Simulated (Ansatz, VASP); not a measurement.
Two plane-wave programs on MgO

```
Mg O
1.0
     4.16071    0.00000    0.00000
     0.00000   -4.16071    0.00000
     0.00000    0.00000   -4.16071
Mg O
4 4
Cartesian
  -0.0735 -4.2343 -4.4727
  2.0804 -2.0804 -4.1607
  2.0804 -4.1607 -2.0804
  0.0000 -2.0804 -2.0804
  2.0804 0.0000 0.0000
  0.0000 -2.0804 0.0000
  0.0000 0.0000 -2.0804
  2.0804 -2.0804 -2.0804
```

Alike in both runs: task single point; functional LDA; k mesh 6 × 6 × 6; occupations gaussian, width 0.05 eV; no spin polarisation.

|  | VASP | Ansatz |
| --- | --- | --- |
| version | VASP 6.6.1 | Ansatz 0.2.0 |
| potentials or method | VASP PAW LDA potentials, release 64 (Mg_sv, O), cutoff 840 eV | scalar-relativistic, plane waves, PAW |
| valence electrons in the cell | 64 | 64 |

|  | VASP | Ansatz | Ansatz less VASP |
| --- | --- | --- | --- |
| gap on the k mesh at the Fermi level (eV) | 5.01 | 5.00 | -0.007 |
| least direct gap on the mesh (eV) | 5.01 | 5.00 | -0.007 |
| pressure (GPa) | 4.3 | 3.8 | -0.55 |
| traceless stress, the component that is largest in VASP (GPa) | 6.43 | 6.24 | -0.187 |
| rms of the force components (eV/Å) | 1.143 | 1.111 | -0.0321 |

Ansatz warns that its potentials were made for another functional, while VASP's fit it. LDA's correlation is that of Perdew and Zunger in VASP and of Perdew and Wang (1992) in Ansatz. Atom by atom the forces differ by 0.034 eV/Å (rms over components).
